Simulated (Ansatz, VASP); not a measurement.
**K in VASP and in Ansatz**

```
K
1.0
     0.00000    3.32479    3.32479
     3.32479    0.00000    3.32479
     3.32479    3.32479    0.00000
K
1
Direct
  0.00000 0.00000 0.00000
```

Alike in both runs: task single point; functional r2SCAN; k mesh 9 × 9 × 9; occupations fermi-dirac, width 0.1 eV; no spin polarisation.

|  | VASP | Ansatz |
| --- | --- | --- |
| version | VASP 6.6.1 | Ansatz 0.2.0 |
| potentials or method | VASP PAW PBE potentials, release 64 (K_sv), cutoff 520 eV | plane waves (500 eV) with PAW, scalar-relativistic |
| valence electrons in the cell | 9 | 9 |

VASP gave:

- pressure (GPa): 0.1

Q: Estimate Ansatz's values.

A: Pressure (GPa): 0.2.

VASP's potentials were made for PBE, not for r2SCAN.
